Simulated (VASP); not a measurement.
# Zn8O7 (a cell with a defect) in VASP: notebook, part 2 of 2

VASP 6.6.1. Earlier steps stand in the parts before.

### 4 Single point, PBEsol

File INCAR:

```
SYSTEM = Zn8O7
PREC = Accurate ; ENCUT = 520
EDIFF = 1E-7 ; ISMEAR = -1
SIGMA = 0.05 ; LREAL = Auto
LASPH = .TRUE. ; NELM = 80
ALGO = Normal ; ISIF = 2
LWAVE = .FALSE. ; LCHARG = .TRUE.
GGA = PS ; LELF = .TRUE.
LVHAR = .TRUE. ; NBANDS = 82
```

File KPOINTS:

```
regular mesh
0
G
  2 3 3
  0 0 0
```

File POSCAR:

```
Zn8O7
1.0
   -3.2200000000     -5.5772040000      0.0000000000
    4.8300000000     -2.7886020000      0.0000000000
    0.0000000000      0.0000000000      5.2000000000
Zn O
8 7
Direct
    0.4841861940      0.3317529078      0.0225700000
    0.4893651383      0.6764790363      0.3398976923
    0.2733016748      0.8085452159     -0.0326175000
    0.2722415270      0.1536825501      0.5389863462
   -0.0120917445      0.3396243443      0.0252338462
   -0.0140300686      0.6330934119      0.5153880769
    0.7268649932      0.8402632045     -0.0186167308
    0.7554015312      0.1472184121      0.5108465385
    0.5140899271      0.3261607796      0.4010750000
    0.3797516047      0.8361310905      0.6210842308
    0.2343853242      0.1713798642      0.9236990385
    0.0198256322      0.3095222641      0.4040528846
   -0.0156254769      0.6723478187      0.8851209615
    0.7833269718      0.8301635298      0.3599157692
    0.7360392613      0.1812936690      0.8900163462
```

Potentials or basis: VASP PAW PBE potentials, release 64 (Zn, O).

Launch:

```console
$ cat potpaw_PBE.64/Zn/POTCAR potpaw_PBE.64/O/POTCAR > POTCAR
$ mpirun -np 1 vasp_std > vasp.out
```

OUTCAR:

```text
SYSTEM = Zn8O7
   PREC = Accurate
   ENCUT = 520
   EDIFF = 1E-7
   ISMEAR = -1
   LREAL = Auto
   LASPH = .TRUE.
   NELM = 80
   ISIF = 2
   GGA = PS

 ion  position               nearest neighbor table
   1  0.484  0.332  0.023-  11 1.91  15 1.95   9 1.98   2 2.53   3 3.00   4 3.03
   2  0.489  0.676  0.340-  10 1.85   9 1.99  14 2.08   3 2.50   1 2.53   7 2.58
   3  0.273  0.809  0.967-  10 1.93  11 2.05  13 2.05   2 2.50   7 2.93   4 2.94   1 3.00
   4  0.272  0.154  0.539-  10 1.95   9 1.97  12 1.97  11 2.02   3 2.94   1 3.03
   5  0.988  0.340  0.025-  11 1.92  15 1.98  12 1.99  13 1.99   6 3.03
   6  0.986  0.633  0.515-  14 1.89  12 1.91  13 1.94   5 3.03
   7  0.727  0.840  0.981-  15 1.96  13 1.97  14 2.00   2 2.58   3 2.93   8 2.99
   8  0.755  0.147  0.511-   9 1.93  14 1.94  15 1.98  12 2.01   7 2.99
   9  0.514  0.326  0.401-   8 1.93   4 1.97   1 1.98   2 1.99
  10  0.380  0.836  0.621-   2 1.85   3 1.93   4 1.95
  11  0.234  0.171  0.924-   1 1.91   5 1.92   4 2.02   3 2.05
  12  0.020  0.310  0.404-   6 1.91   4 1.97   5 1.99   8 2.01
  13  0.984  0.672  0.885-   6 1.94   7 1.97   5 1.99   3 2.05
  14  0.783  0.830  0.360-   6 1.89   8 1.94   7 2.00   2 2.08
  15  0.736  0.181  0.890-   1 1.95   7 1.96   5 1.98   8 1.98

  LATTYP: Found a simple orthorhombic cell.
 ALAT       =     5.2000000000
 B/A-ratio  =     1.0725391731
 C/A-ratio  =     1.2384616050

  Lattice vectors:

 A1 = (   0.0000000000,   0.0000000000,  -5.2000000000)
 A2 = (   4.8300000000,  -2.7886020000,   0.0000000000)
 A3 = (  -3.2200000000,  -5.5772040000,   0.0000000000)

Analysis of symmetry for initial positions (statically):
=====================================================================
 Subroutine PRICEL returns:
 Original cell was already a primitive cell.

 Routine SETGRP: Setting up the symmetry group for a
 simple orthorhombic supercell.

 Subroutine GETGRP returns: Found  1 space group operations
 (whereof  1 operations were pure point group operations)
 out of a pool of  8 trial point group operations.

The static configuration has the point symmetry C_1 .

Analysis of symmetry for dynamics (positions and initial velocities):
=====================================================================
 Subroutine PRICEL returns:
 Original cell was already a primitive cell.

 Routine SETGRP: Setting up the symmetry group for a
 simple orthorhombic supercell.

 Subroutine GETGRP returns: Found  1 space group operations
 (whereof  1 operations were pure point group operations)
 out of a pool of  8 trial point group operations.

The dynamic configuration has the point symmetry C_1 .

 Subroutine INISYM returns: Found  1 space group operations
 (whereof  1 operations are pure point group operations),
 and found     1 'primitive' translations

----------------------------------------------------------------------------------------

                                     Primitive cell

  volume of cell :     186.7694

  direct lattice vectors                    reciprocal lattice vectors
    -3.220000000 -5.577204000  0.000000000    -0.077639752 -0.134475985  0.000000000
     4.830000000 -2.788602000  0.000000000     0.155279503 -0.089650656  0.000000000
     0.000000000  0.000000000  5.200000000     0.000000000  0.000000000  0.192307692

  length of vectors
[... 82 lines left out ...]
   NGXF,Y,Z  is equivalent  to a cutoff of  24.78, 25.04, 25.58 a.u.
 SYSTEM =  Zn8O7
   PREC   = accura    normal or accurate (medium, high low for compatibility)
   ISTART =      0    job   : 0-new  1-cont  2-samecut
   ICHARG =      2    charge: 1-file 2-atom 10-const
   ISPIN  =      1    spin polarized calculation?
   LNONCOLLINEAR =      F non collinear calculations
   LSORBIT =      F    spin-orbit coupling
   LASPH  =      T    aspherical Exc in radial PAW
   ENCUT  =  520.0 eV  38.22 Ry    6.18 a.u.  11.97 10.37  9.67*2*pi/ulx,y,z
   NELM   =     80;   NELMIN=  2; NELMDL= -5     # of ELM steps
   EDIFF  = 0.1E-06   stopping-criterion for ELM
   LREAL  =      T    real-space projection
   EDIFFG = 0.1E-05   stopping-criterion for IOM
   NSW    =      0    number of steps for IOM
   IBRION =     -1    ionic relax: 0-MD 1-quasi-New 2-CG
   NFREE  =      0    steps in history (QN), initial steepest desc. (CG)
   ISIF   =      2    stress and relaxation
   ISYM   =      2    0-nonsym 1-usesym 2-fastsym
   POTIM  = 0.5000    time-step for ionic-motion
   TEBEG  =    0.0;   TEEND  =   0.0 temperature during run
   PSTRESS=    0.0 pullay stress
   NELECT =     138.0000    total number of electrons
   NUPDOWN=      -1.0000    fix difference up-down
   EMIN   =  10.00;   EMAX   =-10.00  energy-range for DOS
   EFERMI =   0.00;   METHOD = LEGACY
   ISMEAR =    -1;   SIGMA  =   0.05  broadening in eV -4-tet -1-fermi 0-gaus
   EFERMI_NEDOS =   21; number of points for ismear=-14 and -15
   IALGO  =     38    algorithm
   IMIX   =      4    mixing-type and parameters
     AMIX     =   0.40;   BMIX     =  1.00
     AMIX_MAG =   1.60;   BMIX_MAG =  1.00
  volume/ion in A,a.u.               =      12.45        84.03
  Fermi-wavevector in a.u.,A,eV,Ry     =   1.480014  2.796822 29.802782  2.190443
  Thomas-Fermi vector in A             =   2.594101
   LORBIT       =      0    0 simple, 1 ext, 2 COOP (PROOUT), +10 PAW based schemes
   GGA     = PS    functional components
   LHFCALC =     F    Hartree Fock is set to
   AEXX    =    0.0000 exact exchange contribution
   IVDW    =     0    specifies the selected vdW correction
   LEPSILON=     F    determine dielectric tensor
   LRPA    =     F    only Hartree local field effects (RPA)
 non-spin polarized calculation
  energy-cutoff  :      520.00
  volume of cell :      186.77
 maximum number of plane-waves:      5053
 NGX is ok and might be reduce to    48
   NGX = 23   NGY = 21   NGZ = 19

 number of electron     138.0000018 magnetization

 Free energy of the ion-electron system (eV)
  ---------------------------------------------------
  ext. energy  EPLUGINS =         0.00000000
  ---------------------------------------------------
  free energy    TOTEN  =       -66.99593069 eV

  energy without entropy =      -66.99592763  energy(sigma->0) =      -66.99592916

 E-fermi :   2.1041     XC(G=0): -11.0684

 val. band max:        1.4838446434   @ k =   0.5000  -0.3333   0.3333
 cond. band min:       2.6413608410   @ k =   0.5000   0.0000   0.0000
 fundamental gap:      1.1575161975
 Fermi energy:         2.1040543229

 k-point     1 :       0.0000    0.0000    0.0000
  band No.  band energies     occupation
      1     -17.1509      2.00000
      2     -16.5475      2.00000
      3     -16.5165      2.00000
      4     -16.3791      2.00000
      5     -16.3611      2.00000
      6     -16.1623      2.00000
[... 829 lines left out ...]
     80       9.4242      0.00000
     81       9.5491      0.00000
 [bands above 81 left out]

------------------------ aborting loop because EDIFF is reached ----------------------------------------

  FORCE on cell =-STRESS in cart. coord.  units (eV):
  Direction    XX          YY          ZZ          XY          YZ          ZX
  --------------------------------------------------------------------------------------
  -------------------------------------------------------------------------------------
  Total        0.8695503     -2.1674733      6.1824791     -0.6379008      1.1476747      2.7370916
  in kB        7.4593250    -18.5933905     53.0356011     -5.4721503      9.8451799     23.4797881
  external PRESSURE =      13.9671785 kB  Pullay stress =       0.0000000 kB

 VOLUME and BASIS-vectors are now :
 -----------------------------------------------------------------------------
  energy-cutoff  :      520.00
  volume of cell :      186.77
      direct lattice vectors                 reciprocal lattice vectors
    -3.220000000 -5.577204000  0.000000000    -0.077639752 -0.134475985  0.000000000
     4.830000000 -2.788602000  0.000000000     0.155279503 -0.089650656  0.000000000
     0.000000000  0.000000000  5.200000000     0.000000000  0.000000000  0.192307692

 POSITION                                       TOTAL-FORCE (eV/Angst)
 -----------------------------------------------------------------------------------
      0.04329     -3.62553      0.11736         0.084894     -0.086879     -0.066873
      1.69164     -4.61572      1.76747        -0.122584     -0.089083     -0.157838
      3.02524     -3.77897      5.03039        -0.097476     -0.086220     -0.071350
     -0.13433     -1.94691      2.80273         0.113971      0.036477     -0.056415
     -1.54068     -6.45684      0.13122        -0.028317      0.023020      0.007166
     -0.11698     -7.26440      2.68002        -0.019718     -0.234307      0.109267
      1.71797     -6.39703      5.10319        -0.083531     -0.062746      0.154893
     -1.72133     -4.62356      2.65640         0.035096     -0.050289      0.030587
     -0.08001     -3.77672      2.08559         0.004508      0.014989      0.048800
      2.81571     -4.44959      3.22964         0.257454      0.568628     -0.396841
      0.07304     -1.78512      4.80324        -0.062949      0.000550      0.041810
      1.43115     -0.97371      2.10107         0.039385     -0.007389      0.013281
      0.07775     -7.36497      4.60263        -0.051507     -0.024617      0.139668
      1.48738     -6.68377      1.87156         0.002057     -0.045638      0.179058
     -1.49440     -4.61060      4.62809        -0.071283      0.043505      0.024785
 -----------------------------------------------------------------------------------
    total drift:                                0.002952     -0.007003     -0.001344

  FREE ENERGIE OF THE ION-ELECTRON SYSTEM (eV)
  ---------------------------------------------------
  free  energy   TOTEN  =       -66.9959306854 eV

  energy  without entropy=      -66.9959276317  energy(sigma->0) =      -66.99592916
```

Run time: 6.5 min. Hardware: 1 thread of Intel Xeon 8259CL, shared host; peak memory 0.32 GiB.

What came out:

```
Free energy            : -66.9959 eV
Pressure               : 1.4 GPa
Largest force          : 0.740 eV/Å
Band gap on the k mesh : 1.16 eV
```

Forces in eV/Å, atoms in the order of the input:
```
Zn   0.085 -0.087 -0.067
Zn  -0.123 -0.089 -0.158
Zn  -0.097 -0.086 -0.071
Zn   0.114  0.036 -0.056
Zn  -0.028  0.023  0.007
Zn  -0.020 -0.234  0.109
Zn  -0.084 -0.063  0.155
Zn   0.035 -0.050  0.031
O    0.005  0.015  0.049
O    0.257  0.569 -0.397
O   -0.063  0.001  0.042
O    0.039 -0.007  0.013
O   -0.052 -0.025  0.140
O    0.002 -0.046  0.179
O   -0.071  0.044  0.025
```

Levels at points of the mesh, in eV from the valence-band top:
```
           k point  band 66  band 67  band 68  band 69  band 70  band 71  band 72  band 73
(0.00, 0.00, 0.00)    -1.29    -1.12    -0.82    -0.64     2.15     2.90     3.61     4.68
(0.50, 0.00, 0.00)    -1.30    -1.13    -0.83    -0.45     1.16     3.46     3.77     4.65
```

Caveat: the k points lie up to 0.49 Å⁻¹ apart; the PAW data sets were made with another functional, which shifts forces and pressure a little.

### 5 The runs side by side

| cell | gap on the mesh (eV) | pressure (GPa) | largest force (eV/Å) |
| --- | --- | --- | --- |
| as given, atomic positions A | 1.34 | -0.4 | 0.09 |
| as given, atomic positions B | 1.38 | 0.7 | 1.27 |
| as given, atomic positions C | 1.16 | 1.4 | 0.74 |

Alike in all rows: task single point; level PBEsol; potentials or basis VASP PAW PBE potentials, release 64 (Zn, O); no spin polarisation; k mesh 2 × 3 × 3; cutoff (eV) 520; smearing fermi-dirac 0.05 eV.

Caveats: all runs use coarse meshes; the PAW data sets were made with another functional, which shifts forces and pressure a little.

Absolute energies hang on the potentials; compare differences alone.
